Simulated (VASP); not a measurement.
Set up this calculation in VASP 6.6.1, as the native input.

```yaml
Task: electric field gradients
Functional: PBE
Potentials_or_basis: VASP PAW PBE potentials, release 64 (Al, N)
Cutoff: 520 eV
k_mesh: 10 × 10 × 10
Occupations: fermi-dirac, width 0.02 eV
Spin: no spin polarisation
Dipole_correction: no
Further_INCAR_settings: ALGO = Normal; EDIFF = 1e-08; NBANDS = 11
```

The structure of AlN lies in POSCAR:

```
AlN
1.0
    0.0000000000      1.9943478488      1.9943478488
    1.9943478488      0.0000000000      1.9943478488
    1.9943478488      1.9943478488      0.0000000000
Al N
1 1
Direct
    0.0000000000      0.0000000000      0.0000000000
    0.5000000000      0.5000000000      0.5000000000
```

This cell differs from its parent crystal: volume scaled by 1.025.

The input as run:

INCAR

```
SYSTEM = AlN
  PREC = Accurate
  ENCUT = 520
  EDIFF = 1E-8
  ISMEAR = -1
  SIGMA = 0.02
  LREAL = .FALSE.
  LASPH = .TRUE.
  NELM = 120
  ALGO = Normal
  ISIF = 2
  LWAVE = .FALSE.
  LCHARG = .FALSE.
  GGA = PE
  LEFG = .TRUE.
  NBANDS = 11
  GGA_COMPAT = .FALSE.
```

KPOINTS

```
Automatic mesh
0
G
  10 10 10
  0 0 0
```

Potentials or basis: VASP PAW PBE potentials, release 64 (Al, N).

Launch:

```bash
$ cat potpaw_PBE.64/Al/POTCAR potpaw_PBE.64/N/POTCAR > POTCAR
$ mpirun -np 1 vasp_std > vasp.out
```

It gave:

```json
{
 "Pressure": "17.0 GPa",
 "Band gap on the k mesh": "5.01 eV, indirect (least direct gap 6.28 eV)"
}
```

Caveat: without QUAD_EFG the Cq values of the log hold for a quadrupole moment of 1 mb, not for the nuclei.

It took 4.5 s on 1 thread of Intel(R) Xeon(R) 6975P-C (Granite Rapids) (shared host), peak memory 0.13 GiB.
